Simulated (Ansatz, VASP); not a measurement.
# One calculation of Ir, two programs

```
Ir
1.0
     0.00000    2.62722    2.62722
     2.62722    0.00000    2.62722
     2.62722    2.62722    0.00000
Ir
2
Direct
  0.85250 0.88250 0.88250
  0.14750 0.11750 0.11750
```

Change from the starting cell: shortest bond scaled by 0.94, PAW files.

Alike in both runs: task electric field gradients; functional PBE; k mesh 10 × 10 × 10; occupations fermi-dirac, width 0.05 eV; no spin polarisation.

```csv
,VASP,Ansatz
version,VASP 6.6.1,Ansatz 0.2.0
potentials or method,"VASP PAW PBE potentials, release 64 (Ir_sv_GW)","PAW with Ansatz's default frozen-core files, scalar-relativistic"
plane-wave cutoff (eV),420,420
valence electrons in the cell,34,34
```

|  | VASP | Ansatz | Ansatz less VASP |
| --- | --- | --- | --- |
| rms of the force components (eV/Å) | 2.765 | 2.727 | -0.0378 |
| size of Vzz on the site where it differs most (V/Å²) | 44.6 | 77.2 | +32.57 |

Atom by atom the forces differ by 0.038 eV/Å (rms over components). The functional is the same, so the differences come from potentials, cutoffs and numerics.

Spin-orbit coupling is off throughout.
